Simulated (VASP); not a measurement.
# TaN (C2/m) in VASP: single point with PBE

Aim: the single point of TaN with PBE.

All numbers are computed with VASP 6.6.1; they aren't measurements. Logs are shortened: lines on timing, memory, paths and dates and some standing lists are left out, and cuts for length are marked.

## (1) The cell of the first run

The typed cell holds 2 atoms: a = 2.954 Å, b = 2.954 Å, c = 3.218 Å, α = 90.04°, β = 90.04°, γ = 90.04°.

The cell was generated, and may not be a known phase.

## (2) Single point, PBE

INCAR

```
PREC     = Accurate       # precision mode
ENCUT    = 700            # plane-wave cutoff, eV
EDIFF    = 1E-6           # SCF threshold, eV
ISMEAR   = 0              # smearing method
SIGMA    = 0.1            # smearing width, eV
LREAL    = F              # projectors in reciprocal space
LASPH    = T              # aspherical terms in the spheres
NELM     = 120            # most SCF steps
ALGO     = Normal         # electronic algorithm
ISIF     = 2              # what is computed and relaxed
LWAVE    = F              # write WAVECAR
LCHARG   = T              # write CHGCAR
GGA      = PE             # functional
LELF     = T              # ELF
LVHAR    = T            
NBANDS   = 16             # bands
GGA_COMPAT= F
```

KPOINTS

```
regular mesh
0
Gamma
  6 6 4
```

POSCAR

```
TaN
1.0
    2.0797076992     -2.0895075089      0.1878428665
    2.0797076992      2.0895075089      0.1878428665
   -0.2925672585      0.0000000000      3.2048053649
Ta N
1 1
Direct
    0.0000000000      0.0000000000      0.5000000000
    0.5000000000      0.5000000000      0.5000000000
```

Potentials or basis: VASP PAW PBE potentials, release 64 (Ta_sv_GW, N).

Command:

```sh
$ cat potpaw_PBE.64/Ta_sv_GW/POTCAR potpaw_PBE.64/N/POTCAR > POTCAR
$ mpirun -np 1 vasp_std > vasp.out
```

OUTCAR:

```text
PREC = Accurate
   ENCUT = 700
   EDIFF = 1E-6
   ISMEAR = 0
   LREAL = F
   LASPH = T
   NELM = 120
   ISIF = 2
   GGA = PE

 ion  position               nearest neighbor table
   1  0.000  0.000  0.500-   2 2.09   2 2.09   2 2.09   2 2.09
   2  0.500  0.500  0.500-   1 2.09   1 2.09   1 2.09   1 2.09

  LATTYP: Found a base centered monoclinic cell.
 ALAT       =     4.1763472349
 B/A-ratio  =     1.0006387838
 C/A-ratio  =     0.7705613865
 COS(beta)  =    -0.0009604965

  Lattice vectors:

 A1 = (   2.0797076992,  -2.0895075089,   0.1878428665)
 A2 = (   2.0797076992,   2.0895075089,   0.1878428665)
 A3 = (  -0.2925672585,   0.0000000000,   3.2048053649)

Analysis of symmetry for initial positions (statically):
=====================================================================
 Subroutine PRICEL returns:
 Original cell was already a primitive cell.

 Routine SETGRP: Setting up the symmetry group for a
 base centered monoclinic supercell.

 Subroutine GETGRP returns: Found  4 space group operations
 (whereof  4 operations were pure point group operations)
 out of a pool of  4 trial point group operations.

The static configuration has the point symmetry C_2h.

Analysis of symmetry for dynamics (positions and initial velocities):
=====================================================================
 Subroutine PRICEL returns:
 Original cell was already a primitive cell.

 Routine SETGRP: Setting up the symmetry group for a
 base centered monoclinic supercell.

 Subroutine GETGRP returns: Found  4 space group operations
 (whereof  4 operations were pure point group operations)
 out of a pool of  4 trial point group operations.

The dynamic configuration has the point symmetry C_2h.

 Subroutine INISYM returns: Found  4 space group operations
 (whereof  4 operations are pure point group operations),
 and found     1 'primitive' translations

----------------------------------------------------------------------------------------

                                     Primitive cell

  volume of cell :      28.0830

  direct lattice vectors                    reciprocal lattice vectors
     2.079707699 -2.089507509  0.187842867     0.238452246 -0.239290837  0.021768348
     2.079707699  2.089507509  0.187842867     0.238452246  0.239290837  0.021768348
    -0.292567258  0.000000000  3.204805365    -0.027952745  0.000000000  0.309479619

  length of vectors
     2.954066805  2.954066805  3.218131916     0.338516527  0.338516527  0.310739425

  position of ions in fractional coordinates (direct lattice)
     0.000000000  0.000000000  0.500000000
     0.500000000  0.500000000  0.500000000

  ion indices of the primitive-cell ions
   primitive index   ion index
                 1           1
                 2           2

----------------------------------------------------------------------------------------

 KPOINTS: regular mesh

Automatic generation of k-mesh.
 Grid dimensions read from file:
 generate k-points for:    6    6    4

 Generating k-lattice:

  Cartesian coordinates                     Fractional coordinates (reciprocal lattice)
     0.039742041 -0.039881806  0.003628058     0.166666667 -0.000000000  0.000000000
     0.039742041  0.039881806  0.003628058    -0.000000000  0.166666667  0.000000000
    -0.006988186  0.000000000  0.077369905     0.000000000  0.000000000  0.250000000

  Length of vectors
     0.056419421  0.056419421  0.077684856

  Shift w.r.t. Gamma in fractional coordinates (k-lattice)
     0.000000000  0.000000000  0.000000000

 Subroutine IBZKPT returns following result:
 ===========================================

 Found     47 irreducible k-points:

 Following reciprocal coordinates:
            Coordinates               Weight
  0.000000  0.000000  0.000000      1.000000
  0.166667  0.000000 -0.000000      4.000000
  0.333333  0.000000 -0.000000      4.000000
  0.500000  0.000000 -0.000000      2.000000
  0.166667  0.166667  0.000000      2.000000
  0.333333  0.166667 -0.000000      4.000000
[... 16 lines left out ...]
 -0.333333  0.166667  0.250000      4.000000
 -0.166667  0.166667  0.250000      4.000000
 [... further k-points ...]
   k-points           NKPTS =     47   k-points in BZ     NKDIM =     47   number of bands    NBANDS=     16
   number of dos      NEDOS =    301   number of ions     NIONS =      2
   total plane-waves  NPLWV =  21952
   dimension x,y,z NGX =    28 NGY =   28 NGZ =   28
   dimension x,y,z NGXF=    56 NGYF=   56 NGZF=   56
   ions per type =               1   1
   NGX,Y,Z   is equivalent  to a cutoff of  15.76, 15.76, 14.46 a.u.
   NGXF,Y,Z  is equivalent  to a cutoff of  31.52, 31.52, 28.93 a.u.
 SYSTEM =  unknown system
   PREC   = accura    normal or accurate (medium, high low for compatibility)
   ISTART =      0    job   : 0-new  1-cont  2-samecut
   ICHARG =      2    charge: 1-file 2-atom 10-const
   ISPIN  =      1    spin polarized calculation?
   LNONCOLLINEAR =      F non collinear calculations
   LSORBIT =      F    spin-orbit coupling
   LASPH  =      T    aspherical Exc in radial PAW
   ENCUT  =  700.0 eV  51.45 Ry    7.17 a.u.   6.37  6.37  6.94*2*pi/ulx,y,z
   NELM   =    120;   NELMIN=  2; NELMDL= -5     # of ELM steps
   EDIFF  = 0.1E-05   stopping-criterion for ELM
   LREAL  =      F    real-space projection
   EDIFFG = 0.1E-04   stopping-criterion for IOM
   NSW    =      0    number of steps for IOM
   IBRION =     -1    ionic relax: 0-MD 1-quasi-New 2-CG
   NFREE  =      0    steps in history (QN), initial steepest desc. (CG)
   ISIF   =      2    stress and relaxation
   ISYM   =      2    0-nonsym 1-usesym 2-fastsym
   POTIM  = 0.5000    time-step for ionic-motion
   TEBEG  =    0.0;   TEEND  =   0.0 temperature during run
   PSTRESS=    0.0 pullay stress
   NELECT =      18.0000    total number of electrons
   NUPDOWN=      -1.0000    fix difference up-down
   EMIN   =  10.00;   EMAX   =-10.00  energy-range for DOS
   EFERMI =   0.00;   METHOD = LEGACY
   ISMEAR =     0;   SIGMA  =   0.10  broadening in eV -4-tet -1-fermi 0-gaus
   EFERMI_NEDOS =   21; number of points for ismear=-14 and -15
   IALGO  =     38    algorithm
   IMIX   =      4    mixing-type and parameters
     AMIX     =   0.40;   BMIX     =  1.00
     AMIX_MAG =   1.60;   BMIX_MAG =  1.00
  volume/ion in A,a.u.               =      14.04        94.76
  Fermi-wavevector in a.u.,A,eV,Ry     =   1.411511  2.667369 27.107749  1.992363
  Thomas-Fermi vector in A             =   2.533355
   LORBIT       =      0    0 simple, 1 ext, 2 COOP (PROOUT), +10 PAW based schemes
   GGA     = PE    functional components
   LHFCALC =     F    Hartree Fock is set to
   AEXX    =    0.0000 exact exchange contribution
   IVDW    =     0    specifies the selected vdW correction
   LEPSILON=     F    determine dielectric tensor
   LRPA    =     F    only Hartree local field effects (RPA)
 non-spin polarized calculation
 Gauss-broadening in eV      SIGMA  =   0.10
  energy-cutoff  :      700.00
  volume of cell :       28.08
 maximum number of plane-waves:      1200
 NGX is ok and might be reduce to    28
   NGX = 13   NGY = 13   NGZ = 13

 number of electron      18.0000002 magnetization

 Free energy of the ion-electron system (eV)
  ---------------------------------------------------
  ext. energy  EPLUGINS =         0.00000000
  ---------------------------------------------------
  free energy    TOTEN  =       -23.89338258 eV

  energy without entropy =      -23.88853275  energy(sigma->0) =      -23.89095767

 E-fermi :   8.3827     XC(G=0): -11.9481

 val. band max:        8.3631512660   @ k =   0.5000   0.3333   0.5000
 cond. band min:       8.4301013298   @ k =   0.3333   0.1667   0.5000
 fundamental gap:      0.0669500638
 Fermi energy:         8.3826872376

 k-point     1 :       0.0000    0.0000    0.0000
  band No.  band energies     occupation
      1     -60.1319      2.00000
      2     -26.4109      2.00000
      3     -26.4103      2.00000
      4     -26.3065      2.00000
      5      -8.1836      2.00000
      6       4.8917      2.00000
[... 8 lines left out ...]
     15      21.9794      0.00000
     16      23.6432      0.00000

 k-point     2 :       0.1667    0.0000   -0.0000
  band No.  band energies     occupation
      1     -60.1227      2.00000
      2     -26.6057      2.00000
      3     -26.3859      2.00000
      4     -26.2910      2.00000
      5      -7.6523      2.00000
      6       3.6088      2.00000
[... 8 lines left out ...]
     15      19.6077      0.00000
     16      23.7810      0.00000

 k-point     3 :       0.3333    0.0000   -0.0000
  band No.  band energies     occupation
      1     -60.1042      2.00000
      2     -26.9770      2.00000
      3     -26.3360      2.00000
      4     -26.2598      2.00000
      5      -6.4157      2.00000
      6       1.2958      2.00000
[... 8 lines left out ...]
     15      19.1781      0.00000
     16      22.0026      0.00000

 k-point     4 :       0.5000    0.0000   -0.0000
  band No.  band energies     occupation
      1     -60.0949      2.00000
      2     -27.1541      2.00000
      3     -26.3108      2.00000
      4     -26.2442      2.00000
      5      -5.6107      2.00000
      6       0.0982      2.00000
[... 8 lines left out ...]
     15      20.2746      0.00000
     16      20.9420      0.00000
[... 324 lines left out ...]
 k-point    22 :       0.5000    0.1667    0.2500
  band No.  band energies     occupation
      1     -60.0811      2.00000
      2     -27.0992      2.00000
      3     -26.4782      2.00000
      4     -26.3480      2.00000
      5      -6.0060      2.00000
      6       1.2371      2.00000
[... 8 lines left out ...]
     15      18.4689      0.00000
     16      22.2866      0.00000

 k-point    23 :      -0.3333    0.1667    0.2500
  band No.  band energies     occupation
      1     -60.0902      2.00000
      2     -26.9272      2.00000
      3     -26.5071      2.00000
      4     -26.3649      2.00000
      5      -6.3604      2.00000
      6       1.5217      2.00000
[... 8 lines left out ...]
     15      18.9953      0.00000
     16      21.8080      0.00000

 k-point    24 :      -0.1667    0.1667    0.2500
  band No.  band energies     occupation
      1     -60.1085      2.00000
      2     -26.5818      2.00000
      3     -26.5499      2.00000
      4     -26.3985      2.00000
      5      -7.0909      2.00000
      6       2.7945      2.00000
[... 8 lines left out ...]
     15      20.4154      0.00000
     16      21.9058      0.00000

 [... further k-points ...]

------------------------ aborting loop because EDIFF is reached ----------------------------------------

  FORCE on cell =-STRESS in cart. coord.  units (eV):
  Direction    XX          YY          ZZ          XY          YZ          ZX
  --------------------------------------------------------------------------------------
  -------------------------------------------------------------------------------------
  Total        0.0664639     -0.0038017     -0.0607881      0.0000000      0.0000000      0.0160454
  in kB        3.7918622     -0.2168931     -3.4680444      0.0000000      0.0000000      0.9154127
  external PRESSURE =       0.0356416 kB  Pullay stress =       0.0000000 kB

 VOLUME and BASIS-vectors are now :
 -----------------------------------------------------------------------------
  energy-cutoff  :      700.00
  volume of cell :       28.08
      direct lattice vectors                 reciprocal lattice vectors
     2.079707699 -2.089507509  0.187842867     0.238452246 -0.239290837  0.021768348
     2.079707699  2.089507509  0.187842867     0.238452246  0.239290837  0.021768348
    -0.292567258  0.000000000  3.204805365    -0.027952745  0.000000000  0.309479619

 POSITION                                       TOTAL-FORCE (eV/Angst)
 -----------------------------------------------------------------------------------
     -0.14628      0.00000      1.60240         0.000000      0.000000      0.000000
      1.93342      0.00000      1.79025         0.000000     -0.000000      0.000000
 -----------------------------------------------------------------------------------
    total drift:                                0.000000      0.000000      0.000000

  FREE ENERGIE OF THE ION-ELECTRON SYSTEM (eV)
  ---------------------------------------------------
  free  energy   TOTEN  =       -23.8933825839 eV

  energy  without entropy=      -23.8885327489  energy(sigma->0) =      -23.89095767
```

Run time: 22 s. Hardware: 1 thread of AMD EPYC 7R13 (Zen 3), shared host; peak memory 0.16 GiB.

Results:

| Quantity | Value |
| --- | --- |
| Free energy | -23.8934 eV |
| Pressure | 0.0 GPa |
| Band gap on the k mesh | zero (bands 9 and 10 overlap by 4.59 eV) |

Stress tensor (GPa, compression positive):
```
 0.38  0.00  0.09
 0.00 -0.02  0.00
 0.09  0.00 -0.35
```

Caveat: the k points lie up to 0.49 Å⁻¹ apart, too coarse for converged energies and pressures of a metal; spin-orbit coupling is left out, which moves the levels of the heavy elements.

The gap in the log of VASP goes by the Fermi energy; the results here count the filled bands.